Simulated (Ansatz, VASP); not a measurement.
Two plane-wave programs on Al8N7

The input INCAR:

```
PREC = Accurate ; ENCUT = 520
EDIFF = 1E-6 ; ISMEAR = 0
SIGMA = 0.01 ; LREAL = Auto
LASPH = True ; NELM = 150
ALGO = Normal ; ISIF = 2
LWAVE = False ; LCHARG = False
ISPIN = 2 ; MAGMOM = 0.25 0 0 0 0.25 0.25 0.25 0 0 0 0 0 0 0 0
LORBIT = 11 ; GGA = PE
IBRION = 2 ; NSW = 65
EDIFFG = -0.025
```

KPOINTS

```
Automatic mesh
0
Gamma
  1 1 1
```

Contents of POSCAR:

```
Al8N7
1.0
    0.0000000000      4.4031742003     -4.4031742003
    4.4031742003      4.4031742003      0.0000000000
    4.4031742003      0.0000000000     -4.4031742003
Al N
8 7
Direct
    0.0000000000      0.0000000000      0.5000000000
    0.0000000000      0.5000000000      0.5000000000
    0.5000000000      0.0000000000      0.5000000000
    0.5000000000      0.5000000000      0.5000000000
    0.0000000000      0.0000000000      1.0000000000
    0.0000000000      0.5000000000      1.0000000000
    0.5000000000      0.0000000000      1.0000000000
    0.5000000000      0.5000000000      1.0000000000
    0.1250000000      0.6250000000      0.1250000000
    0.6250000000      0.1250000000      0.1250000000
    0.6250000000      0.6250000000      0.1250000000
    0.1250000000      0.1250000000      0.6250000000
    0.1250000000      0.6250000000      0.6250000000
    0.6250000000      0.1250000000      0.6250000000
    0.6250000000      0.6250000000      0.6250000000
```

Input for Ansatz:

```yaml
crystal:
  lattice:
    - [0.0, 4.4031742003, -4.4031742003]
    - [4.4031742003, 4.4031742003, 0.0]
    - [4.4031742003, 0.0, -4.4031742003]
  atoms:
    - { symbol: Al, position: [0.0, 0.0, 0.5], spin: 0.25 }
    - { symbol: Al, position: [0.0, 0.5, 0.5] }
    - { symbol: Al, position: [0.5, 0.0, 0.5] }
    - { symbol: Al, position: [0.5, 0.5, 0.5] }
    - { symbol: Al, position: [0.0, 0.0, 1.0], spin: 0.25 }
    - { symbol: Al, position: [0.0, 0.5, 1.0], spin: 0.25 }
    - { symbol: Al, position: [0.5, 0.0, 1.0], spin: 0.25 }
    - { symbol: Al, position: [0.5, 0.5, 1.0] }
    - { symbol: "N", position: [0.125, 0.625, 0.125] }
    - { symbol: "N", position: [0.625, 0.125, 0.125] }
    - { symbol: "N", position: [0.625, 0.625, 0.125] }
    - { symbol: "N", position: [0.125, 0.125, 0.625] }
    - { symbol: "N", position: [0.125, 0.625, 0.625] }
    - { symbol: "N", position: [0.625, 0.125, 0.625] }
    - { symbol: "N", position: [0.625, 0.625, 0.625] }
  host:
    lattice:
      - [0.0, 2.2015871002, 2.2015871002]
      - [2.2015871002, 0.0, 2.2015871002]
      - [2.2015871002, 2.2015871002, 0.0]
    atoms:
      - { symbol: Al, position: [0.0, 0.0, 0.0] }
      - { symbol: "N", position: [0.75, 0.75, 0.75] }
basis:
  ecutwfc: 420
  xc_grid: 2
kpoints:
  mp_grid: { grid: [1, 1, 1], shift: [0.0, 0.0, 0.0] }
hamiltonian:
  xc: pbe
scf:
  occupations: { method: gaussian, width: 0.01 }
output:
  forces: true
  stress: false
  eigenvalues: true
  populations: true
  charged_corrections:
    defect_position: [0.125, 0.125, 0.125]
    epsilon: [[8.6591, 0.0, 0.0], [0.0, 8.6591, 0.0], [0.0, 0.0, 8.6591]]
magnetization:
  spin_polarized: true
relax:
  adjacent_minimum: "off"
  f_tol: 0.025
  max_steps: 45
```

Change from the starting cell: N vacancy (site c), charge +0, atoms relaxed at the host's cell.

Alike in both runs: task relaxation of the atoms; functional PBE; k mesh 1 × 1 × 1; occupations gaussian, width 0.01 eV; collinear spin.

|  | VASP | Ansatz |
| --- | --- | --- |
| version | VASP 6.6.1 | Ansatz 0.2.0 |
| potentials or method | VASP PAW PBE potentials, release 64 (Al, N), cutoff 520 eV | scalar-relativistic, plane waves, PAW |
| valence electrons in the cell | 59 | 59 |

|  | VASP | Ansatz | Ansatz less VASP |
| --- | --- | --- | --- |
| gap on the k mesh at the Fermi level, each at its own relaxed structure (eV) | 0.26 | 1.49 | +1.238 |
| net moment per atom (μB) | 0.07 | 0.07 | 0.000 |

One of these differences is far larger than is usual between the two programs; its cause wasn't traced.
